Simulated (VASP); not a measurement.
Input of a VASP 6.6.1 run:

Contents of POSCAR:

```
AlN
1.0
    3.1066653383      0.0000000000      0.0000000000
   -1.5533326691      2.6904511040      0.0000000000
    0.0000000000      0.0000000000      4.9784048429
Al N
2 2
Direct
    0.1884834860      0.6666666667     -0.0886974966
    0.6666666667      0.3333333333      0.5016929024
    0.3333333333      0.6666666667      0.3833070976
    0.6666666667      0.3333333333      0.8833070976
```

The input INCAR.step1:

```
SYSTEM = AlN
PREC = Accurate
ENCUT = 520
ISMEAR = 0
SIGMA = 0.05
LREAL = .False.
LASPH = .True.
NELM = 80
NBANDS = 16
GGA = PE
ALGO = Normal
EDIFF = 1E-4
LWAVE = .True.
LCHARG = .False.
```

The input INCAR.step2:

```
SYSTEM = AlN
PREC = Accurate
ENCUT = 520
EDIFF = 1E-6
ISMEAR = 0
SIGMA = 0.05
LREAL = .False.
LASPH = .True.
NELM = 80
ALGO = Normal
ISIF = 2
LWAVE = .False.
LCHARG = .True.
METAGGA = R2SCAN
LMIXTAU = .True.
LELF = .True.
LVHAR = .True.
NBANDS = 16
ISTART = 1
```

File KPOINTS:

```
regular mesh
0
Gamma
  12 12 6
  0 0 0
```

Potentials or basis: VASP PAW PBE potentials, release 64 (Al, N).

Launch:

```sh
$ cat potpaw_PBE.64/Al/POTCAR potpaw_PBE.64/N/POTCAR > POTCAR
$ cp INCAR.step1 INCAR
$ mpirun -np 1 vasp_std > vasp.out
$ cp INCAR.step2 INCAR
$ mpirun -np 1 vasp_std > vasp.out
```

Predict the band gap on the k mesh.

3.55 eV.

Estimate the pressure.

32.1 GPa.

What does it give for the largest force?

21.609 eV/Å.

Stress tensor (GPa, compression positive):
```
56.70 53.51 10.37
53.51 43.37  7.71
10.37  7.71 -3.72
```

Caveat: the cell differs from its parent crystal (atom 1 (Al) moved by (-0.450, -0.450) A along x and z); the cell stands under pressure; the PAW data sets were made with another functional, which shifts forces and pressure a little. A k mesh can miss the band edges.
